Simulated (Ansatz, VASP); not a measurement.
**Two plane-wave programs on Pb**

The input INCAR:

```
SYSTEM = Pb
PREC = Accurate
ENCUT = 520
EDIFF = 1E-6
ISMEAR = 0
SIGMA = 0.15
LREAL = .FALSE.
LASPH = .TRUE.
NELM = 100
ALGO = Fast
ISIF = 2
LWAVE = .FALSE.
LCHARG = .FALSE.
GGA = PS
NBANDS = 13
```

Contents of KPOINTS:

```
regular mesh
0
G
  16 16 16
  0 0 0
```

POSCAR

```
Pb
1.0
    0.0000000000      2.5932900000      2.4698000000
    2.5932900000      0.0000000000      2.4698000000
    2.5932900000      2.5932900000      0.0000000000
Pb
1
Direct
    0.0000000000      0.0000000000      0.0000000000
```

Input for Ansatz:

```yaml
crystal:
  lattice:
    - [0.0, 2.59329, 2.4698]
    - [2.59329, 0.0, 2.4698]
    - [2.59329, 2.59329, 0.0]
  atoms:
    - { symbol: Pb, position: [0.0, 0.0, 0.0] }
basis:
  ecutwfc: 420
kpoints:
  mp_grid: { grid: [16, 16, 16] }
hamiltonian:
  xc: pbesol
scf:
  occupations: { method: gaussian, width: 0.15 }
output:
  forces: true
  stress: true
  eigenvalues: true
```

Change from the starting cell: strain +0.050 along x and y, +0.000 along z, atoms carried along.

Alike in both runs: task single point; functional PBEsol; k mesh 16 × 16 × 16; occupations gaussian, width 0.15 eV; no spin polarisation.

|  | VASP | Ansatz |
| --- | --- | --- |
| version | VASP 6.6.1 | Ansatz 0.2.0 |
| potentials or method | VASP PAW PBE potentials, release 64 (Pb_d), cutoff 520 eV | scalar-relativistic, plane waves, PAW |
| valence electrons in the cell | 14 | 14 |

Ansatz gave:

```
gap on the k mesh at the Fermi level (eV)                     : none
pressure (GPa)                                                : -3.8
traceless stress, the component that is largest in VASP (GPa) : 0.48
```

Question: What did VASP give for the same quantities?

Answer: gap on the k mesh at the Fermi level (eV): none; pressure (GPa): -3.9; traceless stress, the component that is largest in VASP (GPa): 0.48.

VASP's potentials were made for PBE, not for PBEsol. A gap of «none» marks a metal or a gap that the smearing closes. The functional is the same, so the differences come from potentials, cutoffs and numerics.

Spin-orbit coupling is off throughout.
